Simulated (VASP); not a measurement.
MgO: single point with PBE

Crystal: MgO.

```xyz
2
Lattice="2.8499 0.0000 0.0000 -1.4249 2.4681 0.0000 0.0000 0.0000 2.7199" Properties=species:S:1:pos:R:3 pbc="T T T"
Mg    0.0000    0.0000    0.0000
O     0.0000    1.6454    1.3599
```

This cell differs from its parent crystal: strain -0.030 along x and y, +0.015 along z.

```yaml
Program: VASP 6.6.1
Task: single point
Functional: PBE
Potentials_or_basis: VASP PAW PBE potentials, release 64 (Mg, O)
Cutoff: 520 eV
k_mesh: 9 × 9 × 8
Occupations: gaussian, width 0.05 eV
Spin: no spin polarisation
Dipole_correction: no
Further_INCAR_settings: ALGO = Normal; EDIFF = 1e-07; NBANDS = 11
```

The pressure is 5.4 GPa and the band gap on the k mesh is 3.14 eV, indirect (least direct gap 3.58 eV).

Stress tensor (GPa, compression positive):
```
 13.39   0.00   0.00
  0.00  13.39   0.00
  0.00   0.00 -10.71
```

Levels at points of the mesh, in eV from the valence-band top:
| k point | band 1 | band 2 | band 3 | band 4 | band 5 | band 6 | band 7 | band 8 | band 9 |
| --- | --- | --- | --- | --- | --- | --- | --- | --- | --- |
| (0.00, 0.00, 0.00) | -17.71 | -0.88 | -0.44 | -0.44 | 3.14 | 11.77 | 16.54 | 16.54 | 20.63 |
| (0.00, 0.00, 0.50) | -16.67 | -5.77 | 0.00 | 0.00 | 8.91 | 8.99 | 17.98 | 17.98 | 19.35 |

It took 27 s on 1 thread of AMD EPYC 7R13, on a shared host, peak memory 0.11 GiB.

Caveat: the cell differs from its parent crystal (strain -0.030 along x and y, +0.015 along z). A k mesh can miss the band edges.
